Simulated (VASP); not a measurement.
# BiB (F-43m) in VASP: further runs, part 2 of 2

VASP 6.6.1. Earlier steps stand in the parts before.

## (3) Single point, r2SCAN

Contents of POSCAR:

```
BiB
1.0
    0.0000000000      2.7448744688      2.7448744688
    2.7448744688      0.0000000000      2.7448744688
    2.7448744688      2.7448744688      0.0000000000
B Bi
1 1
Direct
    0.0000000000      0.0000000000      0.0000000000
    0.2500000000      0.2500000000      0.2500000000
```

Contents of INCAR.step1:

```
PREC     = Accurate       # precision mode
ENCUT    = 520            # plane-wave cutoff, eV
ISMEAR   = 0              # smearing method
SIGMA    = 0.01           # smearing width, eV
LREAL    = F              # projectors in reciprocal space
LASPH    = T              # aspherical terms in the spheres
NELM     = 100            # most SCF steps
NBANDS   = 16             # bands
GGA      = PE             # functional
ALGO     = Normal         # electronic algorithm
EDIFF    = 1E-4           # SCF threshold, eV
LWAVE    = T              # write WAVECAR
LCHARG   = F              # write CHGCAR
```

Contents of INCAR.step2:

```
PREC     = Accurate       # precision mode
ENCUT    = 520            # plane-wave cutoff, eV
EDIFF    = 1E-6           # SCF threshold, eV
ISMEAR   = 0              # smearing method
SIGMA    = 0.01           # smearing width, eV
LREAL    = F              # projectors in reciprocal space
LASPH    = T              # aspherical terms in the spheres
NELM     = 100            # most SCF steps
ALGO     = Normal         # electronic algorithm
ISIF     = 2              # what is computed and relaxed
LWAVE    = F              # write WAVECAR
LCHARG   = T              # write CHGCAR
METAGGA  = R2SCAN         # meta-GGA
LMIXTAU  = T            
LELF     = T              # ELF
LVHAR    = T            
NBANDS   = 16             # bands
ISTART   = 1
```

Contents of KPOINTS:

```
regular mesh
0
Gamma
  6 6 6
```

Potentials or basis: VASP PAW PBE potentials, release 64 (B, Bi_d).

Command:

```sh
> cat potpaw_PBE.64/B/POTCAR potpaw_PBE.64/Bi_d/POTCAR > POTCAR
> cp INCAR.step1 INCAR
> mpirun -np 1 vasp_std > vasp.out
> cp INCAR.step2 INCAR
> mpirun -np 1 vasp_std > vasp.out
```

OUTCAR:

```text
PREC = Accurate
   ENCUT = 520
   EDIFF = 1E-6
   ISMEAR = 0
   LREAL = F
   LASPH = T
   NELM = 100
   ISIF = 2
   METAGGA = R2SCAN
   ISTART = 1

 ion  position               nearest neighbor table
   1  0.000  0.000  0.000-   2 2.38   2 2.38   2 2.38   2 2.38
   2  0.250  0.250  0.250-   1 2.38   1 2.38   1 2.38   1 2.38

  LATTYP: Found a face centered cubic cell.
 ALAT       =     5.4897489376

  Lattice vectors:

 A1 = (   0.0000000000,   2.7448744688,   2.7448744688)
 A2 = (   2.7448744688,   0.0000000000,   2.7448744688)
 A3 = (   2.7448744688,   2.7448744688,   0.0000000000)

Analysis of symmetry for initial positions (statically):
=====================================================================
 Subroutine PRICEL returns:
 Original cell was already a primitive cell.

 Routine SETGRP: Setting up the symmetry group for a
 face centered cubic supercell.

 Subroutine GETGRP returns: Found 24 space group operations
 (whereof 24 operations were pure point group operations)
 out of a pool of 48 trial point group operations.

The static configuration has the point symmetry T_d .

Analysis of symmetry for dynamics (positions and initial velocities):
=====================================================================
 Subroutine PRICEL returns:
 Original cell was already a primitive cell.

 Routine SETGRP: Setting up the symmetry group for a
 face centered cubic supercell.

 Subroutine GETGRP returns: Found 24 space group operations
 (whereof 24 operations were pure point group operations)
 out of a pool of 48 trial point group operations.

The dynamic configuration has the point symmetry T_d .

 Subroutine INISYM returns: Found 24 space group operations
 (whereof 24 operations are pure point group operations),
 and found     1 'primitive' translations

----------------------------------------------------------------------------------------

                                     Primitive cell

  volume of cell :      41.3616

  direct lattice vectors                    reciprocal lattice vectors
     0.000000000  2.744874469  2.744874469    -0.182157693  0.182157693  0.182157693
     2.744874469  0.000000000  2.744874469     0.182157693 -0.182157693  0.182157693
     2.744874469  2.744874469  0.000000000     0.182157693  0.182157693 -0.182157693

  length of vectors
     3.881838701  3.881838701  3.881838701     0.315506379  0.315506379  0.315506379

  position of ions in fractional coordinates (direct lattice)
     0.000000000  0.000000000  0.000000000
     0.250000000  0.250000000  0.250000000

  ion indices of the primitive-cell ions
   primitive index   ion index
                 1           1
                 2           2

----------------------------------------------------------------------------------------

 KPOINTS: regular mesh

Automatic generation of k-mesh.
 Grid dimensions read from file:
 generate k-points for:    6    6    6

 Generating k-lattice:

  Cartesian coordinates                     Fractional coordinates (reciprocal lattice)
    -0.030359615  0.030359615  0.030359615     0.166666667  0.000000000  0.000000000
     0.030359615 -0.030359615  0.030359615     0.000000000  0.166666667  0.000000000
     0.030359615  0.030359615 -0.030359615     0.000000000  0.000000000  0.166666667

  Length of vectors
     0.052584396  0.052584396  0.052584396

  Shift w.r.t. Gamma in fractional coordinates (k-lattice)
     0.000000000  0.000000000  0.000000000

 Subroutine IBZKPT returns following result:
 ===========================================

 Found     16 irreducible k-points:

 Following reciprocal coordinates:
            Coordinates               Weight
  0.000000  0.000000  0.000000      1.000000
  0.166667  0.000000  0.000000      8.000000
  0.333333  0.000000  0.000000      8.000000
  0.500000  0.000000  0.000000      4.000000
  0.166667  0.166667  0.000000      6.000000
  0.333333  0.166667  0.000000     24.000000
[... 8 lines left out ...]
 -0.333333  0.333333  0.166667     24.000000
 -0.333333  0.500000  0.166667     12.000000
   k-points           NKPTS =     16   k-points in BZ     NKDIM =     16   number of bands    NBANDS=     16
   number of dos      NEDOS =    301   number of ions     NIONS =      2
   total plane-waves  NPLWV =  27000
   dimension x,y,z NGX =    30 NGY =   30 NGZ =   30
   dimension x,y,z NGXF=    60 NGYF=   60 NGZF=   60
   ions per type =               1   1
   NGX,Y,Z   is equivalent  to a cutoff of  12.85, 12.85, 12.85 a.u.
   NGXF,Y,Z  is equivalent  to a cutoff of  25.70, 25.70, 25.70 a.u.
 SYSTEM =  unknown system
   PREC   = accura    normal or accurate (medium, high low for compatibility)
   ISTART =      1    job   : 0-new  1-cont  2-samecut
   ICHARG =      0    charge: 1-file 2-atom 10-const
   ISPIN  =      1    spin polarized calculation?
   LNONCOLLINEAR =      F non collinear calculations
   LSORBIT =      F    spin-orbit coupling
   LASPH  =      T    aspherical Exc in radial PAW
   ENCUT  =  520.0 eV  38.22 Ry    6.18 a.u.   7.22  7.22  7.22*2*pi/ulx,y,z
   NELM   =    100;   NELMIN=  2; NELMDL=  0     # of ELM steps
   EDIFF  = 0.1E-05   stopping-criterion for ELM
   LREAL  =      F    real-space projection
   EDIFFG = 0.1E-04   stopping-criterion for IOM
   NSW    =      0    number of steps for IOM
   IBRION =     -1    ionic relax: 0-MD 1-quasi-New 2-CG
   NFREE  =      0    steps in history (QN), initial steepest desc. (CG)
   ISIF   =      2    stress and relaxation
   ISYM   =      2    0-nonsym 1-usesym 2-fastsym
   POTIM  = 0.5000    time-step for ionic-motion
   TEBEG  =    0.0;   TEEND  =   0.0 temperature during run
   PSTRESS=    0.0 pullay stress
   NELECT =      18.0000    total number of electrons
   NUPDOWN=      -1.0000    fix difference up-down
   EMIN   =  10.00;   EMAX   =-10.00  energy-range for DOS
   EFERMI =   0.00;   METHOD = LEGACY
   ISMEAR =     0;   SIGMA  =   0.01  broadening in eV -4-tet -1-fermi 0-gaus
   EFERMI_NEDOS =   21; number of points for ismear=-14 and -15
   IALGO  =     38    algorithm
   IMIX   =      4    mixing-type and parameters
     AMIX     =   0.40;   BMIX     =  1.00
     AMIX_MAG =   1.60;   BMIX_MAG =  1.00
  volume/ion in A,a.u.               =      20.68       139.56
  Fermi-wavevector in a.u.,A,eV,Ry     =   1.240604  2.344402 20.940704  1.539098
  Thomas-Fermi vector in A             =   2.375038
   LORBIT       =      0    0 simple, 1 ext, 2 COOP (PROOUT), +10 PAW based schemes
   METAGGA = R2SCAN    functional components
   LHFCALC =     F    Hartree Fock is set to
   AEXX    =    0.0000 exact exchange contribution
   IVDW    =     0    specifies the selected vdW correction
   LEPSILON=     F    determine dielectric tensor
   LRPA    =     F    only Hartree local field effects (RPA)
 non-spin polarized calculation
 Gauss-broadening in eV      SIGMA  =   0.01
  energy-cutoff  :      520.00
  volume of cell :       41.36
 maximum number of plane-waves:      1139
 NGX is ok and might be reduce to    30
   NGX = 15   NGY = 15   NGZ = 15

 number of electron      17.9999997 magnetization

 Free energy of the ion-electron system (eV)
  ---------------------------------------------------
  ext. energy  EPLUGINS =         0.00000000
  ---------------------------------------------------
  free energy    TOTEN  =       -64.28173731 eV

  energy without entropy =      -64.28173731  energy(sigma->0) =      -64.28173731

 E-fermi :   7.1826     XC(G=0): -10.7503

 val. band max:        7.0978035608   @ k =   0.0000   0.0000   0.0000
 cond. band min:       7.4927850048   @ k =   0.0000   0.0000   0.0000
 fundamental gap:      0.3949814440
 Fermi energy:         7.1826491096

 k-point     1 :       0.0000    0.0000    0.0000
  band No.  band energies     occupation
      1     -16.7762      2.00000
      2     -16.7762      2.00000
      3     -16.7762      2.00000
      4     -16.6747      2.00000
      5     -16.6747      2.00000
      6      -7.7333      2.00000
[... 8 lines left out ...]
     15      18.2755      0.00000
     16      18.2755      0.00000
[... 267 lines left out ...]
 k-point    16 :      -0.3333    0.5000    0.1667
  band No.  band energies     occupation
      1     -16.7913      2.00000
      2     -16.7128      2.00000
      3     -16.7035      2.00000
      4     -16.6796      2.00000
      5     -16.6520      2.00000
      6      -4.4652      2.00000
[... 8 lines left out ...]
     15      20.0097      0.00000
     16      20.8744      0.00000

------------------------ aborting loop because EDIFF is reached ----------------------------------------

  FORCE on cell =-STRESS in cart. coord.  units (eV):
  Direction    XX          YY          ZZ          XY          YZ          ZX
  --------------------------------------------------------------------------------------
  -------------------------------------------------------------------------------------
  Total       -0.0486653     -0.0486653     -0.0486653     -0.0000000      0.0000000     -0.0000000
  in kB       -1.8850933     -1.8850933     -1.8850933     -0.0000000      0.0000000     -0.0000000
  external PRESSURE =      -1.8850933 kB  Pullay stress =       0.0000000 kB

 VOLUME and BASIS-vectors are now :
 -----------------------------------------------------------------------------
  energy-cutoff  :      520.00
  volume of cell :       41.36
      direct lattice vectors                 reciprocal lattice vectors
     0.000000000  2.744874469  2.744874469    -0.182157693  0.182157693  0.182157693
     2.744874469  0.000000000  2.744874469     0.182157693 -0.182157693  0.182157693
     2.744874469  2.744874469  0.000000000     0.182157693  0.182157693 -0.182157693

 POSITION                                       TOTAL-FORCE (eV/Angst)
 -----------------------------------------------------------------------------------
      0.00000      0.00000      0.00000         0.000000      0.000000      0.000000
      1.37244      1.37244      1.37244        -0.000000     -0.000000     -0.000000
 -----------------------------------------------------------------------------------
    total drift:                                0.000000      0.000000      0.000000

  FREE ENERGIE OF THE ION-ELECTRON SYSTEM (eV)
  ---------------------------------------------------
  free  energy   TOTEN  =       -64.2817373093 eV

  energy  without entropy=      -64.2817373093  energy(sigma->0) =      -64.28173731
```

Wall time 32 s (1 thread of Intel Xeon 6975P-C (Granite Rapids), shared host); peak memory 0.17 GiB.

What came out:

```
Free energy            : -64.2817 eV
Pressure               : -0.2 GPa
Band gap on the k mesh : 0.40 eV
```

Caveat: the structure was generated, so it needn't be the stable form of BiB; the PAW data sets were made with another functional, which shifts forces and pressure a little; spin-orbit coupling is left out, which moves the levels of the heavy elements. A k mesh can miss the band edges.

## (4) Single point, PBE, non-collinear spin, zero start, spin-orbit coupling

Contents of INCAR:

```
  ALGO = Normal
  EDIFF = 1E-6
  ENCUT = 520
  GGA = PE
  GGA_COMPAT = False
  ISIF = 2
  ISMEAR = -1
  LASPH = True
  LCHARG = False
  LORBIT = 11
  LORBMOM = True
  LREAL = False
  LSORBIT = True
  LWAVE = False
  MAGMOM = 0 0 0 0 0 0
  NBANDS = 30
  NELM = 150
  PREC = Accurate
  SIGMA = 0.02
```

Contents of KPOINTS:

```
k-points
0
Gamma
  6 6 6
```

POSCAR is that of step 3.

Potentials or basis: VASP PAW PBE potentials, release 64 (B, Bi_d).

Command:

```sh
> cat potpaw_PBE.64/B/POTCAR potpaw_PBE.64/Bi_d/POTCAR > POTCAR
> mpirun -np 1 vasp_ncl > vasp.out
```

OUTCAR:

```text
EDIFF = 1E-6
   ENCUT = 520
   GGA = PE
   ISIF = 2
   ISMEAR = -1
   LASPH = True
   LORBIT = 11
   LREAL = False
   LSORBIT = True
   NELM = 150
   PREC = Accurate

 ion  position               nearest neighbor table
   1  0.000  0.000  0.000-   2 2.38   2 2.38   2 2.38   2 2.38
   2  0.250  0.250  0.250-   1 2.38   1 2.38   1 2.38   1 2.38

  LATTYP: Found a face centered cubic cell.
 ALAT       =     5.4897489376

  Lattice vectors:

 A1 = (   0.0000000000,   2.7448744688,   2.7448744688)
 A2 = (   2.7448744688,   0.0000000000,   2.7448744688)
 A3 = (   2.7448744688,   2.7448744688,   0.0000000000)

Analysis of symmetry for initial positions (statically):
=====================================================================
 Subroutine PRICEL returns:
 Original cell was already a primitive cell.

 Routine SETGRP: Setting up the symmetry group for a
 face centered cubic supercell.

 Subroutine GETGRP returns: Found 24 space group operations
[... 985 lines left out ...]
     0.0000000     0.0000000     0.0000000     0.0000000     0.0000000     0.0000000     0.0000000
     0.0000000     0.0000000     0.0000000     0.0000000     0.0000000     0.0000000     0.0000000
     0.0000000     0.0000000     0.0000000     0.0000000     0.0000000     0.0000000     0.0000000
     0.0000000     0.0000000     0.0000000     0.0000000     0.0000000     0.0000000     0.0000000
     0.0000000     0.0000000     0.0000000     0.0000000     0.0000000     0.0000000     0.0000000
     0.0000000     0.0000000     0.0000000     0.0000000     0.0000000     0.0000000     0.0000000
     0.0000000     0.0000000     0.0000000     0.0000000     0.0000000     0.0000000     0.0000000

 Ion:    2  E_soc:     -1.4082978
 l=   1
     0.0000000    -0.1671449    -0.1671449
    -0.1671449     0.0000000    -0.1671449
    -0.1671449    -0.1671449     0.0000000
 l=   2
     0.0000000    -0.0142672     0.0000000    -0.0142672    -0.0533042
    -0.0142672     0.0000000    -0.0399781    -0.0142672    -0.0133260
     0.0000000    -0.0399781     0.0000000    -0.0399781     0.0000000
    -0.0142672    -0.0142672    -0.0399781     0.0000000    -0.0133260
    -0.0533042    -0.0133260     0.0000000    -0.0133260     0.0000000
 l=   3
     0.0000000     0.0000000     0.0000000     0.0000000     0.0000000     0.0000000     0.0000000
     0.0000000     0.0000000     0.0000000     0.0000000     0.0000000     0.0000000     0.0000000
     0.0000000     0.0000000     0.0000000     0.0000000     0.0000000     0.0000000     0.0000000
     0.0000000     0.0000000     0.0000000     0.0000000     0.0000000     0.0000000     0.0000000
     0.0000000     0.0000000     0.0000000     0.0000000     0.0000000     0.0000000     0.0000000
     0.0000000     0.0000000     0.0000000     0.0000000     0.0000000     0.0000000     0.0000000
     0.0000000     0.0000000     0.0000000     0.0000000     0.0000000     0.0000000     0.0000000

 total charge

# of ion       s       p       d       tot
------------------------------------------
    1        0.675   0.996   0.000   1.672
    2        1.415   1.618   9.964  12.997
--------------------------------------------------
tot          2.090   2.614   9.964  14.668

 magnetization (x)

# of ion       s       p       d       tot
------------------------------------------
    1       -0.000  -0.000   0.000  -0.000
    2       -0.000   0.000  -0.000   0.000
--------------------------------------------------
tot         -0.000  -0.000  -0.000  -0.000

 magnetization (y)

# of ion       s       p       d       tot
------------------------------------------
    1        0.000  -0.000   0.000  -0.000
    2        0.000   0.000  -0.000   0.000
--------------------------------------------------
tot          0.000  -0.000  -0.000  -0.000

 magnetization (z)

# of ion       s       p       d       tot
------------------------------------------
    1        0.000  -0.000   0.000   0.000
    2       -0.000   0.000   0.000   0.000
--------------------------------------------------
tot          0.000  -0.000   0.000   0.000
```

Wall time 38 s (1 thread of Intel Xeon 6975P-C (Granite Rapids), shared host); peak memory 0.29 GiB.

What came out:

| Quantity | Value |
| --- | --- |
| Free energy | -9.6410 eV |
| Pressure | 1.3 GPa |
| Net moment | 0.00 μB per cell |
| Valence electrons inside the program's atomic spheres | B 1.67; Bi 13.00 |

Moments on the atoms (μB; x, y, z):
```
B   0.00 0.00 0.00
Bi  0.00 0.00 0.00
```

Caveat: the structure was generated, so it needn't be the stable form of BiB.

## (5) Single point, HSE06

POSCAR is that of step 4.

Contents of INCAR.step1:

```
PREC = Accurate
ENCUT = 520
EDIFF = 1E-5
ISMEAR = 0
SIGMA = 0.01
LREAL = False
LASPH = True
NELM = 80
ALGO = Normal
ISIF = 2
LWAVE = True
NBANDS = 16
GGA = PE
```

Contents of INCAR.step2:

```
PREC = Accurate
ENCUT = 520
EDIFF = 1E-6
ISMEAR = 0
SIGMA = 0.01
LREAL = False
LASPH = True
NELM = 80
ALGO = Normal
ISIF = 2
LWAVE = False
LCHARG = True
GGA = PE
LHFCALC = True
HFSCREEN = 0.2079
PRECFOCK = Normal
LELF = True
LVHAR = True
NBANDS = 16
ISTART = 1
```

Contents of KPOINTS:

```
Automatic mesh
0
Gamma
  4 4 4
```

Command:

```sh
> cat potpaw_PBE.64/B/POTCAR potpaw_PBE.64/Bi_d/POTCAR > POTCAR
> cp INCAR.step1 INCAR
> mpirun -np 1 vasp_std > vasp.out
> cp INCAR.step2 INCAR
> mpirun -np 1 vasp_std > vasp.out
```

Wall time 4.3 min (1 thread of Intel Xeon 6975P-C (Granite Rapids), shared host); peak memory 0.27 GiB.

Results (log left out):

```
Free energy            : -10.2322 eV
Pressure               : -1.9 GPa
Band gap on the k mesh : 0.99 eV
```

Levels at points of the mesh, in eV from the valence-band top:
| k point | band 7 | band 8 | band 9 | band 10 | band 11 | band 12 |
| --- | --- | --- | --- | --- | --- | --- |
| (0.00, 0.00, 0.00) | 0.00 | 0.00 | 0.00 | 0.99 | 3.44 | 3.44 |
| (0.50, 0.00, 0.00) | -8.53 | -1.76 | -1.76 | 1.00 | 4.90 | 4.90 |
| (0.50, 0.50, 0.00) | -8.75 | -3.81 | -3.81 | 1.36 | 1.53 | 9.54 |

Caveat: the k points lie up to 0.50 Å⁻¹ apart; the structure was generated, so it needn't be the stable form of BiB; the PAW data sets were made with another functional, which shifts forces and pressure a little; spin-orbit coupling is left out, which moves the levels of the heavy elements. A k mesh can miss the band edges.

## (6) The runs side by side

```tsv
level	spin	k mesh	smearing	grid for exact exchange (PRECFOCK)	share of exact exchange	screening parameter	gap on the mesh (eV)	pressure (GPa)
PBE	off	6 × 6 × 6	gaussian 0.01 eV	-	-	-	0.28	1.1
r2SCAN	off	6 × 6 × 6	gaussian 0.01 eV	-	-	-	0.40	-0.2
PBE	non-collinear, zero start, SOC	6 × 6 × 6	fermi-dirac 0.02 eV	-	-	-	-	1.3
HSE06	off	4 × 4 × 4	gaussian 0.01 eV	Normal	0.25	0.2079 1/Å	0.99	-1.9
```

Alike in all rows: task single point; potentials or basis VASP PAW PBE potentials, release 64 (B, Bi_d); cell as given; cutoff (eV) 520.

Caveats: some runs use coarse meshes; the structure was generated, so it needn't be the stable form of BiB; spin-orbit coupling is left out, which moves the levels of the heavy elements (at least some runs); the PAW data sets were made with another functional, which shifts forces and pressure a little (at least some runs).

Absolute energies hang on the potentials; compare differences alone.
